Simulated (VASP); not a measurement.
Here is a VASP 6.6.1 calculation.

Contents of INCAR:

```
  ALGO = Normal
  DIPOL = 0.5 0.5 0.374
  EDIFF = 1E-6
  ENCUT = 400
  GGA = PE
  GGA_COMPAT = F
  IDIPOL = 3
  ISIF = 2
  ISMEAR = 0
  IVDW = 12
  LASPH = T
  LCHARG = F
  LDIPOL = T
  LREAL = F
  LWAVE = F
  NBANDS = 16
  NELM = 120
  NELMDL = -8
  PREC = Accurate
  SIGMA = 0.1
```

The input KPOINTS:

```
k-points
0
Gamma
  9 9 1
```

POSCAR

```
Si
1.0
    3.8472023567      0.0000000000      0.0000000000
   -1.9236011784      3.3317749744      0.0000000000
    0.0000000000      0.0000000000     18.4446971473
Si
4
Direct
    0.3333333333      0.6666666667      0.2695814702
    0.6666666667      0.3333333333      0.2439725610
    1.0000000000      1.0000000000      0.5039224593
    0.6666666667      1.3333333333      0.4783135501
```

Potentials or basis: VASP PAW PBE potentials, release 64 (Si).

The run is started by

```console
$ cat potpaw_PBE.64/Si/POTCAR > POTCAR
$ mpirun -np 1 vasp_std > vasp.out
```

What does it give for the dispersion energy per atom?

-0.247 eV.

Predict the largest force.

0.188 eV/Å.

Predict the band gap on the k mesh.

0.08 eV, direct.

Forces on the atoms (eV/Å):
```
Si   0.000  0.000  0.140
Si   0.000  0.000  0.079
Si   0.000  0.000 -0.030
Si   0.000  0.000 -0.188
```
